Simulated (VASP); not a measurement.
# RbSi2 (P-3m1) in VASP: notebook

Runs on RbSi2. Level: PBE. Tasks: single point, relaxation of cell and atoms.

All numbers are computed with VASP 6.6.1; they aren't measurements. Logs are shortened: lines on timing, memory, paths and dates and some standing lists are left out, and cuts for length are marked.

### Step 1. The cell of the first run

It takes space group P-3m1 (No. 164, trigonal). Conventional cell: a = 3.970 Å, b = 3.970 Å, c = 6.078 Å, α = 90.00°, β = 90.00°, γ = 120.00°. Rb (site symmetry -3m) has 12 Si at 3.56 to 4.06 Å and 6 Rb at 3.97 Å within 4.7 Å. Si (site symmetry 3m) has 3 Si at 2.38 Å within 3.1 Å.

The cell was built from a structure type or drawn by symmetry, and may not be a known phase.

### Step 2. Single point, PBE

File INCAR:

```
  PREC = Accurate
  ENCUT = 520
  EDIFF = 1E-7
  ISMEAR = 0
  SIGMA = 0.1
  LREAL = F
  LASPH = T
  NELM = 80
  ALGO = Normal
  ISIF = 2
  LWAVE = F
  LCHARG = F
  GGA = PE
  NBANDS = 16
```

File KPOINTS:

```
Automatic mesh
0
Gamma
  6 6 2
```

File POSCAR:

```
RbSi2
1.0
    3.9702979343      0.0000000000      0.0000000000
   -1.9851489671      3.4383788717      0.0000000000
    0.0000000000      0.0000000000      6.0775340331
Rb Si
1 2
Direct
    0.0000000000      0.0000000000      0.0000000000
    0.3333333333      0.6666666667      0.4487037794
    0.6666666667      0.3333333333      0.5512962206
```

Potentials or basis: VASP PAW PBE potentials, release 64 (Rb_sv, Si).

The run is started by

```bash
$ cat potpaw_PBE.64/Rb_sv/POTCAR potpaw_PBE.64/Si/POTCAR > POTCAR
$ mpirun -np 1 vasp_std > vasp.out
```

OUTCAR:

```text
PREC = Accurate
   ENCUT = 520
   EDIFF = 1E-7
   ISMEAR = 0
   LREAL = F
   LASPH = T
   NELM = 80
   ISIF = 2
   GGA = PE

 ion  position               nearest neighbor table
   1  0.000  0.000  0.000-   2 3.56   3 3.56   2 3.56   3 3.56   3 3.56   2 3.56   3 4.06   2 4.06
                             2 4.06   3 4.06   3 4.06   2 4.06
   2  0.333  0.667  0.449-   3 2.38   3 2.38   3 2.38   1 3.56   1 3.56   1 3.56   1 4.06   1 4.06
                             1 4.06
   3  0.667  0.333  0.551-   2 2.38   2 2.38   2 2.38   1 3.56   1 3.56   1 3.56   1 4.06   1 4.06
                             1 4.06

  LATTYP: Found a hexagonal cell.
 ALAT       =     3.9702979343
 C/A-ratio  =     1.5307501184

  Lattice vectors:

 A1 = (   3.9702979343,   0.0000000000,   0.0000000000)
 A2 = (  -1.9851489671,   3.4383788717,   0.0000000000)
 A3 = (   0.0000000000,   0.0000000000,   6.0775340331)

Analysis of symmetry for initial positions (statically):
=====================================================================
 Subroutine PRICEL returns:
 Original cell was already a primitive cell.

 Routine SETGRP: Setting up the symmetry group for a
 hexagonal supercell.

 Subroutine GETGRP returns: Found 12 space group operations
 (whereof 12 operations were pure point group operations)
 out of a pool of 24 trial point group operations.

The static configuration has the point symmetry D_3d.

Analysis of symmetry for dynamics (positions and initial velocities):
=====================================================================
 Subroutine PRICEL returns:
 Original cell was already a primitive cell.

 Routine SETGRP: Setting up the symmetry group for a
 hexagonal supercell.

 Subroutine GETGRP returns: Found 12 space group operations
 (whereof 12 operations were pure point group operations)
 out of a pool of 24 trial point group operations.

The dynamic configuration has the point symmetry D_3d.

 Subroutine INISYM returns: Found 12 space group operations
 (whereof 12 operations are pure point group operations),
 and found     1 'primitive' translations

----------------------------------------------------------------------------------------

                                     Primitive cell

  volume of cell :      82.9668

  direct lattice vectors                    reciprocal lattice vectors
     3.970297934  0.000000000  0.000000000     0.251870267  0.145417366  0.000000000
    -1.985148967  3.438378872  0.000000000     0.000000000  0.290834733  0.000000000
     0.000000000  0.000000000  6.077534033     0.000000000  0.000000000  0.164540420

  length of vectors
     3.970297934  3.970297934  6.077534033     0.290834733  0.290834733  0.164540420

  position of ions in fractional coordinates (direct lattice)
     0.000000000  0.000000000  0.000000000
     0.333333333  0.666666667  0.448703779
     0.666666667  0.333333333  0.551296221

  ion indices of the primitive-cell ions
   primitive index   ion index
                 1           1
                 2           2
                 3           3

----------------------------------------------------------------------------------------

 KPOINTS: Automatic mesh

Automatic generation of k-mesh.
 Grid dimensions read from file:
 generate k-points for:    6    6    2

 Generating k-lattice:

  Cartesian coordinates                     Fractional coordinates (reciprocal lattice)
     0.041978378  0.024236228  0.000000000     0.166666667  0.000000000  0.000000000
     0.000000000  0.048472455  0.000000000     0.000000000  0.166666667  0.000000000
     0.000000000  0.000000000  0.082270210     0.000000000  0.000000000  0.500000000

  Length of vectors
     0.048472455  0.048472455  0.082270210

  Shift w.r.t. Gamma in fractional coordinates (k-lattice)
     0.000000000  0.000000000  0.000000000

 Subroutine IBZKPT returns following result:
 ===========================================

 Found     14 irreducible k-points:

 Following reciprocal coordinates:
            Coordinates               Weight
  0.000000  0.000000  0.000000      1.000000
  0.166667  0.000000  0.000000      6.000000
  0.333333  0.000000  0.000000      6.000000
  0.500000  0.000000  0.000000      3.000000
  0.166667  0.166667  0.000000      6.000000
  0.333333  0.166667  0.000000     12.000000
  0.333333  0.333333  0.000000      2.000000
  0.000000  0.000000  0.500000      1.000000
  0.166667  0.000000  0.500000      6.000000
  0.333333  0.000000  0.500000      6.000000
  0.500000  0.000000  0.500000      3.000000
  0.166667  0.166667  0.500000      6.000000
  0.333333  0.166667  0.500000     12.000000
  0.333333  0.333333  0.500000      2.000000
   k-points           NKPTS =     14   k-points in BZ     NKDIM =     14   number of bands    NBANDS=     16
   number of dos      NEDOS =    301   number of ions     NIONS =      3
   total plane-waves  NPLWV =  43200
   dimension x,y,z NGX =    30 NGY =   30 NGZ =   48
   dimension x,y,z NGXF=    60 NGYF=   60 NGZF=   96
   ions per type =               1   2
   NGX,Y,Z   is equivalent  to a cutoff of  12.56, 12.56, 13.13 a.u.
   NGXF,Y,Z  is equivalent  to a cutoff of  25.12, 25.12, 26.26 a.u.
 SYSTEM =  unknown system
   PREC   = accura    normal or accurate (medium, high low for compatibility)
   ISTART =      0    job   : 0-new  1-cont  2-samecut
   ICHARG =      2    charge: 1-file 2-atom 10-const
   ISPIN  =      1    spin polarized calculation?
   LNONCOLLINEAR =      F non collinear calculations
   LSORBIT =      F    spin-orbit coupling
   LASPH  =      T    aspherical Exc in radial PAW
   ENCUT  =  520.0 eV  38.22 Ry    6.18 a.u.   7.38  7.38 11.30*2*pi/ulx,y,z
   NELM   =     80;   NELMIN=  2; NELMDL= -5     # of ELM steps
   EDIFF  = 0.1E-06   stopping-criterion for ELM
   LREAL  =      F    real-space projection
   EDIFFG = 0.1E-05   stopping-criterion for IOM
   NSW    =      0    number of steps for IOM
   IBRION =     -1    ionic relax: 0-MD 1-quasi-New 2-CG
   NFREE  =      0    steps in history (QN), initial steepest desc. (CG)
   ISIF   =      2    stress and relaxation
   ISYM   =      2    0-nonsym 1-usesym 2-fastsym
   POTIM  = 0.5000    time-step for ionic-motion
   TEBEG  =    0.0;   TEEND  =   0.0 temperature during run
   PSTRESS=    0.0 pullay stress
   NELECT =      17.0000    total number of electrons
   NUPDOWN=      -1.0000    fix difference up-down
   EMIN   =  10.00;   EMAX   =-10.00  energy-range for DOS
   EFERMI =   0.00;   METHOD = LEGACY
   ISMEAR =     0;   SIGMA  =   0.10  broadening in eV -4-tet -1-fermi 0-gaus
   EFERMI_NEDOS =   21; number of points for ismear=-14 and -15
   IALGO  =     38    algorithm
   IMIX   =      4    mixing-type and parameters
     AMIX     =   0.40;   BMIX     =  1.00
     AMIX_MAG =   1.60;   BMIX_MAG =  1.00
  volume/ion in A,a.u.               =      27.66       186.63
  Fermi-wavevector in a.u.,A,eV,Ry     =   0.965139  1.823848 12.673728  0.931493
  Thomas-Fermi vector in A             =   2.094830
   LORBIT       =      0    0 simple, 1 ext, 2 COOP (PROOUT), +10 PAW based schemes
   GGA     = PE    functional components
   LHFCALC =     F    Hartree Fock is set to
   AEXX    =    0.0000 exact exchange contribution
   IVDW    =     0    specifies the selected vdW correction
   LEPSILON=     F    determine dielectric tensor
   LRPA    =     F    only Hartree local field effects (RPA)
 non-spin polarized calculation
 Gauss-broadening in eV      SIGMA  =   0.10
  energy-cutoff  :      520.00
  volume of cell :       82.97
 maximum number of plane-waves:      2255
 NGX is ok and might be reduce to    30
   NGX = 15   NGY = 15   NGZ = 23

 number of electron      16.9999999 magnetization

 Free energy of the ion-electron system (eV)
  ---------------------------------------------------
  ext. energy  EPLUGINS =         0.00000000
  ---------------------------------------------------
  free energy    TOTEN  =       -11.56722020 eV

  energy without entropy =      -11.55796481  energy(sigma->0) =      -11.56259250

 E-fermi :   3.7525     XC(G=0):  -8.5285

 val. band max:        3.7353211639   @ k =   0.5000   0.0000   0.0000
 cond. band min:       3.7817576514   @ k =   0.1667   0.0000   0.0000
 fundamental gap:      0.0464364875
 Fermi energy:         3.7525355093

 k-point     1 :       0.0000    0.0000    0.0000
  band No.  band energies     occupation
      1     -24.1681      2.00000
      2      -8.3356      2.00000
      3      -8.0306      2.00000
      4      -8.0306      2.00000
      5      -7.1688      2.00000
      6       0.3810      2.00000
[... 8 lines left out ...]
     15       9.1729      0.00000
     16      10.0137      0.00000

 k-point     2 :       0.1667    0.0000    0.0000
  band No.  band energies     occupation
      1     -24.1529      2.00000
      2      -8.2938      2.00000
      3      -8.2344      2.00000
      4      -8.0687      2.00000
      5      -6.8268      2.00000
      6       0.0759      2.00000
[... 8 lines left out ...]
     15       9.4472      0.00000
     16       9.5769      0.00000

 k-point     3 :       0.3333    0.0000    0.0000
  band No.  band energies     occupation
      1     -24.1224      2.00000
      2      -8.5759      2.00000
      3      -8.2081      2.00000
      4      -8.1431      2.00000
      5      -5.9185      2.00000
      6      -2.0242      2.00000
[... 8 lines left out ...]
     15      10.1708      0.00000
     16      10.4124      0.00000

 k-point     4 :       0.5000    0.0000    0.0000
  band No.  band energies     occupation
      1     -24.1070      2.00000
      2      -8.7301      2.00000
      3      -8.1797      2.00000
      4      -8.1645      2.00000
      5      -4.9664      2.00000
      6      -3.4829      2.00000
[... 8 lines left out ...]
     15      10.9034      0.00000
     16      11.0046      0.00000
[... 134 lines left out ...]
 k-point    12 :       0.1667    0.1667    0.5000
  band No.  band energies     occupation
      1     -24.1299      2.00000
      2      -8.4342      2.00000
      3      -8.3471      2.00000
      4      -8.1590      2.00000
      5      -6.0368      2.00000
      6      -1.3029      2.00000
[... 8 lines left out ...]
     15       9.6149      0.00000
     16       9.6300      0.00000

 k-point    13 :       0.3333    0.1667    0.5000
  band No.  band energies     occupation
      1     -24.1069      2.00000
      2      -8.6206      2.00000
      3      -8.2732      2.00000
      4      -8.2052      2.00000
      5      -5.1457      2.00000
      6      -3.0164      2.00000
[... 8 lines left out ...]
     15       9.3721      0.00000
     16       9.5761      0.00000

 k-point    14 :       0.3333    0.3333    0.5000
  band No.  band energies     occupation
      1     -24.0992      2.00000
      2      -8.5005      2.00000
      3      -8.5005      2.00000
      4      -8.1666      2.00000
      5      -4.1054      2.00000
      6      -4.1054      2.00000
[... 8 lines left out ...]
     15       9.2669      0.00000
     16       9.4146      0.00000

------------------------ aborting loop because EDIFF is reached ----------------------------------------

  FORCE on cell =-STRESS in cart. coord.  units (eV):
  Direction    XX          YY          ZZ          XY          YZ          ZX
  --------------------------------------------------------------------------------------
  -------------------------------------------------------------------------------------
  Total       -0.0219356     -0.0219356     -0.0060409     -0.0000000      0.0000000      0.0000000
  in kB       -0.4235995     -0.4235995     -0.1166556     -0.0000000      0.0000000      0.0000000
  external PRESSURE =      -0.3212849 kB  Pullay stress =       0.0000000 kB

 VOLUME and BASIS-vectors are now :
 -----------------------------------------------------------------------------
  energy-cutoff  :      520.00
  volume of cell :       82.97
      direct lattice vectors                 reciprocal lattice vectors
     3.970297934  0.000000000  0.000000000     0.251870267  0.145417366  0.000000000
    -1.985148967  3.438378872  0.000000000     0.000000000  0.290834733  0.000000000
     0.000000000  0.000000000  6.077534033     0.000000000  0.000000000  0.164540420

 POSITION                                       TOTAL-FORCE (eV/Angst)
 -----------------------------------------------------------------------------------
      0.00000      0.00000      0.00000        -0.000000      0.000000      0.000000
     -0.00000      2.29225      2.72701         0.000000      0.000000      0.022166
      1.98515      1.14613      3.35052        -0.000000     -0.000000     -0.022166
 -----------------------------------------------------------------------------------
    total drift:                                0.000000      0.000000      0.000000

  FREE ENERGIE OF THE ION-ELECTRON SYSTEM (eV)
  ---------------------------------------------------
  free  energy   TOTEN  =       -11.5672202021 eV

  energy  without entropy=      -11.5579648054  energy(sigma->0) =      -11.56259250
```

It took 32 s on 1 thread of Intel Xeon 8259CL, shared host; peak memory 0.2 GiB.

Results:

```
Free energy            : -11.5672 eV
Pressure               : 0.0 GPa
Largest force          : 0.022 eV/Å
Band gap on the k mesh : zero (an odd number of electrons rules out a gap without spin polarisation)
```

Forces on the atoms (eV/Å):
```
Rb   0.000  0.000  0.000
Si   0.000  0.000  0.022
Si   0.000  0.000 -0.022
```

Caveat: the k points lie up to 0.52 Å⁻¹ apart, too coarse for converged energies and pressures of a metal.

### Step 3. Single point, PBE

This run uses another cell than the first one, of 42.92 Å³/atom.

File INCAR:

```
SYSTEM = RbSi2
  PREC = Accurate
  ENCUT = 520
  EDIFF = 1E-6
  ISMEAR = 0
  SIGMA = 0.1
  LREAL = .FALSE.
  LASPH = .TRUE.
  NELM = 100
  ALGO = Normal
  ISIF = 2
  LWAVE = .FALSE.
  LCHARG = .TRUE.
  GGA = PE
  LELF = .TRUE.
  LVHAR = .TRUE.
  NBANDS = 16
```

File KPOINTS:

```
Automatic mesh
0
G
  6 6 2
  0 0 0
```

File POSCAR:

```
RbSi2
1.0
    4.2724071200      0.0000000000      0.0000000000
   -2.1362035600      3.7000131000      0.0000000000
    0.0000000000      0.0000000000      8.1443781700
Rb Si
1 2
Direct
    0.0000000000      0.0000000000      0.0000000000
    0.3333333300      0.6666666700      0.3557395100
    0.6666666700      0.3333333300      0.6442604900
```

Potentials or basis: VASP PAW PBE potentials, release 64 (Rb_sv, Si).

The run is started by

```bash
$ cat potpaw_PBE.64/Rb_sv/POTCAR potpaw_PBE.64/Si/POTCAR > POTCAR
$ mpirun -np 1 vasp_std > vasp.out
```

OUTCAR:

```text
SYSTEM = RbSi2
   PREC = Accurate
   ENCUT = 520
   EDIFF = 1E-6
   ISMEAR = 0
   LREAL = .FALSE.
   LASPH = .TRUE.
   NELM = 100
   ISIF = 2
   GGA = PE

 ion  position               nearest neighbor table
   1  0.000  0.000  0.000-   2 3.81   3 3.81   2 3.81   3 3.81   3 3.81   2 3.81
   2  0.333  0.667  0.356-   1 3.81   1 3.81   1 3.81
   3  0.667  0.333  0.644-   1 3.81   1 3.81   1 3.81

  LATTYP: Found a hexagonal cell.
 ALAT       =     4.2724071200
 C/A-ratio  =     1.9062738970

  Lattice vectors:

 A1 = (   4.2724071200,   0.0000000000,   0.0000000000)
 A2 = (  -2.1362035600,   3.7000131000,   0.0000000000)
 A3 = (   0.0000000000,   0.0000000000,   8.1443781700)

Analysis of symmetry for initial positions (statically):
=====================================================================
 Subroutine PRICEL returns:
 Original cell was already a primitive cell.

 Routine SETGRP: Setting up the symmetry group for a
 hexagonal supercell.

 Subroutine GETGRP returns: Found 12 space group operations
 (whereof 12 operations were pure point group operations)
 out of a pool of 24 trial point group operations.

[... 155 lines left out ...]

 val. band max:        1.2174176269   @ k =   0.1667   0.1667   0.5000
 cond. band min:       1.3345077398   @ k =   0.3333  -0.0000   0.0000
 fundamental gap:      0.1170901129
 Fermi energy:         1.2386732569

 k-point     1 :       0.0000    0.0000    0.0000
  band No.  band energies     occupation
      1     -27.0174      2.00000
      2     -11.0792      2.00000
      3     -11.0060      2.00000
      4     -11.0060      2.00000
      5      -6.6258      2.00000
      6      -4.7690      2.00000
[... 243 lines left out ...]
      3     -11.2553      2.00000
      4     -10.9893      2.00000
      5      -4.9815      2.00000
      6      -4.9815      2.00000
[... 8 lines left out ...]
     15       7.4045      0.00000
     16       7.5656      0.00000

------------------------ aborting loop because EDIFF is reached ----------------------------------------

  FORCE on cell =-STRESS in cart. coord.  units (eV):
  Direction    XX          YY          ZZ          XY          YZ          ZX
  --------------------------------------------------------------------------------------
  -------------------------------------------------------------------------------------
  Total       -3.3204869     -3.3204869     -6.6186804      0.0000000      0.0000000      0.0000000
  in kB      -41.3217327    -41.3217327    -82.3660372      0.0000000      0.0000000      0.0000000
  external PRESSURE =     -55.0031675 kB  Pullay stress =       0.0000000 kB

 VOLUME and BASIS-vectors are now :
 -----------------------------------------------------------------------------
  energy-cutoff  :      520.00
  volume of cell :      128.75
      direct lattice vectors                 reciprocal lattice vectors
     4.272407120  0.000000000  0.000000000     0.234060091  0.135134657  0.000000000
    -2.136203560  3.700013100  0.000000000     0.000000000  0.270269313  0.000000000
     0.000000000  0.000000000  8.144378170     0.000000000  0.000000000  0.122784082

 POSITION                                       TOTAL-FORCE (eV/Angst)
 -----------------------------------------------------------------------------------
      0.00000      0.00000      0.00000        -0.000000      0.000000      0.000000
     -0.00000      2.46668      2.89728        -0.000000      0.000000      2.161369
      2.13620      1.23334      5.24710         0.000000     -0.000000     -2.161369
 -----------------------------------------------------------------------------------
    total drift:                               -0.000000     -0.000000     -0.000000

  FREE ENERGIE OF THE ION-ELECTRON SYSTEM (eV)
  ---------------------------------------------------
  free  energy   TOTEN  =        -7.8355184303 eV

  energy  without entropy=       -7.8253877488  energy(sigma->0) =       -7.83045309
```

Wall time 38 s (1 thread of Intel Xeon 8259CL, shared host); peak memory 0.24 GiB.

What came out:

| Quantity | Value |
| --- | --- |
| Free energy | -7.8355 eV |
| Pressure | -5.5 GPa |
| Largest force | 2.161 eV/Å |
| Band gap on the k mesh | zero (an odd number of electrons rules out a gap without spin polarisation) |

Forces in eV/Å, atoms in the order of the input:
```
Rb   0.000  0.000  0.000
Si   0.000  0.000  2.161
Si   0.000  0.000 -2.161
```

Caveat: the k points lie up to 0.39 Å⁻¹ apart, too coarse for converged energies and pressures of a metal; forces of over 1 eV/Å act on the atoms, so gaps and moduli don't describe the material at rest.

[end of part 1 of 2]
